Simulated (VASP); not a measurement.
# GaAs (F-43m) in VASP: notebook, part 2 of 2

VASP 6.6.1. The steps go on from the part before.

## (5) Relaxation of cell and atoms, LDA

This run uses another cell than the first one, of 23.77 Å³/atom.

INCAR reads:

```
SYSTEM = GaAs
ALGO = Normal
EDIFF = 1E-6
EDIFFG = -0.005
ENCUT = 600
IBRION = 2
ISIF = 3
ISMEAR = 0
LASPH = .TRUE.
LCHARG = .FALSE.
LREAL = .FALSE.
LWAVE = .FALSE.
NELM = 100
NSW = 100
PREC = Accurate
SIGMA = 0.1
```

KPOINTS reads:

```
k-points
0
G
  12 12 12
  0 0 0
```

POSCAR reads:

```
GaAs
1.0
    0.0000000000      2.8750910500      2.8750910500
    2.8750910500      0.0000000000      2.8750910500
    2.8750910500      2.8750910500      0.0000000000
Ga As
1 1
Direct
    0.0000000000      0.0000000000      0.0000000000
    0.7500000000      0.7500000000      0.7500000000
```

Potentials or basis: VASP PAW LDA potentials, release 64 (Ga_d, As).

Run with:

```
$ cat potpaw_LDA.64/Ga_d/POTCAR potpaw_LDA.64/As/POTCAR > POTCAR
$ mpirun -np 1 vasp_std > vasp.out
```

OUTCAR:

```text
SYSTEM = GaAs
   EDIFF = 1E-6
   EDIFFG = -0.005
   ENCUT = 600
   IBRION = 2
   ISIF = 3
   ISMEAR = 0
   LASPH = .TRUE.
   LREAL = .FALSE.
   NELM = 100
   NSW = 100
   PREC = Accurate

 ion  position               nearest neighbor table
   1  0.000  0.000  0.000-   2 2.49   2 2.49   2 2.49   2 2.49
   2  0.750  0.750  0.750-   1 2.49   1 2.49   1 2.49   1 2.49

  LATTYP: Found a face centered cubic cell.
 ALAT       =     5.7501821000

  Lattice vectors:

 A1 = (   0.0000000000,   2.8750910500,   2.8750910500)
 A2 = (   2.8750910500,   0.0000000000,   2.8750910500)
 A3 = (   2.8750910500,   2.8750910500,   0.0000000000)

Analysis of symmetry for initial positions (statically):
=====================================================================
 Subroutine PRICEL returns:
 Original cell was already a primitive cell.

 Routine SETGRP: Setting up the symmetry group for a
 face centered cubic supercell.

 Subroutine GETGRP returns: Found 24 space group operations
 (whereof 24 operations were pure point group operations)
 out of a pool of 48 trial point group operations.

The static configuration has the point symmetry T_d .

Analysis of symmetry for dynamics (positions and initial velocities):
=====================================================================
[... 131 lines left out ...]
  volume/ion in A,a.u.               =      23.77       160.38
  Fermi-wavevector in a.u.,A,eV,Ry     =   1.184415  2.238221 19.086796  1.402840
  Thomas-Fermi vector in A             =   2.320630
   LORBIT       =      0    0 simple, 1 ext, 2 COOP (PROOUT), +10 PAW based schemes
   GGA     = CA    functional components
   LHFCALC =     F    Hartree Fock is set to
   AEXX    =    0.0000 exact exchange contribution
   IVDW    =     0    specifies the selected vdW correction
   LEPSILON=     F    determine dielectric tensor
   LRPA    =     F    only Hartree local field effects (RPA)
 conjugate gradient relaxation of ions
 non-spin polarized calculation
 Gauss-broadening in eV      SIGMA  =   0.10
  energy-cutoff  :      600.00
  volume of cell :       47.53
 maximum number of plane-waves:      1604
   NGX = 17   NGY = 17   NGZ = 17

--------------------------------------- Ionic step        1  -------------------------------------------

 number of electron      17.9999994 magnetization

 Free energy of the ion-electron system (eV)
  ---------------------------------------------------
  ext. energy  EPLUGINS =         0.00000000
  ---------------------------------------------------
  free energy    TOTEN  =        -9.59073968 eV

  energy without entropy =       -9.59059416  energy(sigma->0) =       -9.59066692

 E-fermi :   3.3854     XC(G=0):  -9.6909

 val. band max:        3.3283901274   @ k =   0.0000   0.0000   0.0000
 cond. band min:       4.0548590204   @ k =   0.5000   0.0000   0.0000
 fundamental gap:      0.7264688930
 Fermi energy:         3.3854440399
[... 848 lines left out ...]
--------------------------------------- Ionic step        3  -------------------------------------------

 number of electron      18.0000006 magnetization

 Free energy of the ion-electron system (eV)
  ---------------------------------------------------
  ext. energy  EPLUGINS =         0.00000000
  ---------------------------------------------------
  free energy    TOTEN  =        -9.64261667 eV

  energy without entropy =       -9.64261648  energy(sigma->0) =       -9.64261657

 E-fermi :   4.2843     XC(G=0): -10.0139

 val. band max:        4.0213400827   @ k =   0.0000   0.0000   0.0000
 cond. band min:       4.5267887399   @ k =   0.0000   0.0000   0.0000
 fundamental gap:      0.5054486573
 Fermi energy:         4.2842566130
[... 413 lines left out ...]
  FREE ENERGIE OF THE ION-ELECTRON SYSTEM (eV)
  ---------------------------------------------------
  free  energy   TOTEN  =        -9.6426166688 eV

  energy  without entropy=       -9.6426164798  energy(sigma->0) =       -9.64261657

 reached required accuracy - stopping structural energy minimisation
```

CONTCAR:

```text
GaAs
   1.00000000000000
    -0.0000000000000000    2.8053445881884085    2.8053445881884085
     2.8053445881884085   -0.0000000000000000    2.8053445881884085
     2.8053445881884085    2.8053445881884085    0.0000000000000000
  Ga              As
     1     1
Direct
     0.0000000000000000    0.0000000000000000    0.0000000000000000
     0.7500000000000000    0.7500000000000000    0.7500000000000000

  0.00000000E+00  0.00000000E+00  0.00000000E+00
  0.00000000E+00  0.00000000E+00  0.00000000E+00
```

It took 28 s on 1 thread of Intel Xeon 6975P-C (Granite Rapids), shared host; peak memory 0.2 GiB.

What came out:

```yaml
Free_energy: -9.6426 eV
Relaxed_volume: 22.08 Å³/atom
Relaxed_cell: a = 3.967 Å, b = 3.967 Å, c = 3.967 Å, α = 60.00°, β = 60.00°, γ = 60.00°
Space_group_after_relaxing_to_0.1_Å: F-43m (No. 216)
Energy_gained_by_relaxing: 25.9 meV/atom
Ionic_steps: 3
Pressure_after_relaxing: 0.0 GPa
Band_gap_on_the_k_mesh: 0.51 eV
```

The path:
```csv
step,energy change (eV),largest force (eV/Å),pressure (GPa),volume (Å³)
1,0.0000,0.0000,-4.59,47.53
2,-0.0444,0.0000,2.10,43.00
3,-0.0519,0.0000,0.03,44.16
```

Final structure:
```yaml
crystal:
  lattice:
    - [0.00000, 2.80534, 2.80534]
    - [2.80534, 0.00000, 2.80534]
    - [2.80534, 2.80534, 0.00000]
  atoms:
    - { symbol: Ga, position: [0.00000, 0.00000, 0.00000] }
    - { symbol: As, position: [0.75000, 0.75000, 0.75000] }
```

Levels at points of the mesh, in eV from the valence-band top:
```tsv
k point	band 6	band 7	band 8	band 9	band 10	band 11	band 12	band 13
(0.00, 0.00, 0.00)	-12.93	0.00	0.00	0.00	0.51	3.68	3.68	3.68
(0.50, 0.00, 0.00)	-11.09	-6.82	-1.18	-1.18	0.93	4.59	4.59	7.59
(0.50, 0.50, 0.00)	-10.32	-6.98	-2.77	-2.77	1.30	1.54	10.23	10.23
```

A k mesh can miss the band edges.

## (6) Summary

```tsv
task	cell	cutoff (eV)	smearing	gap on the mesh (eV)	pressure (GPa)	relaxed volume (Å³/atom)
single point	a = 3.962 Å, angles 60.0°, 2 atoms	520	gaussian 0.02 eV	0.54	0.2	-
relaxation of cell and atoms	relaxed from a = 3.962 Å, angles 60.0°, 2 atoms	600	gaussian 0.02 eV	0.50	0.0	22.08
single point	a = 3.962 Å, angles 60.0°, 2 atoms	520	gaussian 0.1 eV	0.54	0.3	-
relaxation of cell and atoms	relaxed from a = 4.066 Å, angles 60.0°, 2 atoms	600	gaussian 0.1 eV	0.51	0.0	22.08
```

Alike in all rows: level LDA; potentials or basis VASP PAW LDA potentials, release 64 (Ga_d, As); no spin polarisation; k mesh 12 × 12 × 12.

Absolute energies hang on the potentials; compare differences alone.
